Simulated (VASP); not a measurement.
A run of VASP 6.6.1 is set up as follows.

The input INCAR:

```
SYSTEM = Ti
ALGO = Normal
EDIFF = 1E-6
ENCUT = 520
GGA = PS
ISIF = 2
ISMEAR = -1
LASPH = .TRUE.
LCHARG = .FALSE.
LREAL = .FALSE.
LWAVE = .FALSE.
NBANDS = 32
NELM = 60
PREC = Accurate
SIGMA = 0.1
```

Contents of KPOINTS:

```
k-points
0
G
  14 14 4
  0 0 0
```

The input POSCAR:

```
Ti
1.0
    2.9705405069      0.0000000000      0.0000000000
   -1.4852702534      2.5725635420      0.0000000000
    0.0000000000      0.0000000000      9.5058277351
Ti
4
Direct
    0.0000000000      1.0000000000      0.0000000000
    0.0000000000      1.0000000000      0.5000000000
    0.3333333333      0.6666666667      0.2500000000
    0.6666666667      0.3333333333      0.7500000000
```

Potentials or basis: VASP PAW PBE potentials, release 64 (Ti_sv).

Launch:

```sh
$ cat potpaw_PBE.64/Ti_sv/POTCAR > POTCAR
$ mpirun -np 1 vasp_std > vasp.out
```

Q: Estimate the band gap on the k mesh.

A: Zero (bands 24 and 25 overlap by 1.09 eV).

Q: Estimate the pressure.

A: -8.0 GPa.

Stress tensor (GPa, compression positive):
```
-7.93  0.00  0.00
 0.00 -7.93  0.00
 0.00  0.00 -8.03
```

Caveat: the cell stands under tension; the PAW data sets were made with another functional, which shifts forces and pressure a little.
